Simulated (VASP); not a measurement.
Crystal: LiNbO3.

```xyz
5
Lattice="3.9560 0.0000 0.0000 0.0000 3.9560 0.0000 0.0000 0.0000 3.9560" Properties=species:S:1:pos:R:3 pbc="T T T"
Li    0.0000    0.0000    0.0000
Nb    1.9780    1.9780    1.9780
O     1.9780    1.9780    0.0000
O     1.9780    0.0000    1.9780
O     0.0000    1.9780    1.9780
```

* Program: VASP 6.6.1
* Task: relaxation of cell and atoms
* Functional: PBEsol
* Potentials or basis: VASP PAW PBE potentials, release 64 (Li_sv, Nb_sv, O)
* Cutoff: 600 eV
* k mesh: 6 × 6 × 6
* Occupations: fermi-dirac, width 0.02 eV
* Spin: no spin polarisation

At the start: pressure -4.7 GPa; volume 12.38 Å³/atom.

How do energy, volume and symmetry change on relaxing?

Over 3 steps the energy falls by 4.7 meV/atom and the volume is 12.07 Å³/atom (-2.5 %); space group Pm-3m (No. 221, to 0.05 Å).

The path:
```
step  energy change (eV)  largest force (eV/Å)  pressure (GPa)  volume (Å³)
   1              0.0000                0.0000           -4.73        61.91
   2              0.0056                0.0000            5.80        58.69
   3             -0.0236                0.0000           -0.03        60.36
```

Final structure:
```yaml
crystal:
  lattice:
    - [3.92262, 0.00000, 0.00000]
    - [0.00000, 3.92262, 0.00000]
    - [0.00000, 0.00000, 3.92262]
  atoms:
    - { symbol: Li, position: [0.00000, 0.00000, 0.00000] }
    - { symbol: Nb, position: [0.50000, 0.50000, 0.50000] }
    - { symbol: O, position: [0.50000, 0.50000, 0.00000] }
    - { symbol: O, position: [0.50000, 0.00000, 0.50000] }
    - { symbol: O, position: [0.00000, 0.50000, 0.50000] }
```

Caveat: the cutoff is under 1.25 times the usual one of these potentials, so pressure, stress and relaxed cells hold a basis-set (Pulay) error; the PAW data sets were made with another functional, which shifts forces and pressure a little.
